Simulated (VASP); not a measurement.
A run of VASP 6.6.1:

Contents of INCAR:

```
SYSTEM = Ti
ALGO = All
EDIFF = 1E-6
ENCUT = 550
GGA = PS
GGA_COMPAT = .FALSE.
ISEARCH = 1
ISIF = 2
ISMEAR = 0
KPAR = 4
LASPH = .TRUE.
LCHARG = .FALSE.
LREAL = .FALSE.
LWAVE = .FALSE.
NBANDS = 32
NELM = 300
PREC = Accurate
SIGMA = 0.1
```

KPOINTS

```
k-points
0
G
  12 12 12
  0 0 0
```

The input POSCAR:

```
Ti
1.0
    4.5288636194      0.0000000000      0.0000000000
   -2.2644318097      3.9221109447      0.0000000000
    0.0000000000      0.0000000000      4.2070520927
Ti
4
Direct
    0.0000000000      0.0000000000      0.2500000000
    0.0000000000      0.0000000000      0.7500000000
    0.3333333333      0.6666666667      0.7500000000
    0.6666666667      0.3333333333      0.2500000000
```

Potentials or basis: VASP PAW PBE potentials, release 64 (Ti_sv).

The run is started by

```console
$ cat potpaw_PBE.64/Ti_sv/POTCAR > POTCAR
$ mpirun -np 4 vasp_std > vasp.out
```

Hardware: 4 MPI ranks on AMD EPYC 7R43 64-Core Processor (Zen 3) (shared host).

Q: Estimate the wall time of this run.

A: Run time: 4.6 min on 4 MPI ranks on AMD EPYC 7R43 64-Core Processor (Zen 3), with other jobs on the host, peak memory 0.62 GiB a rank. Counts: scf iterations 48, k points 133.
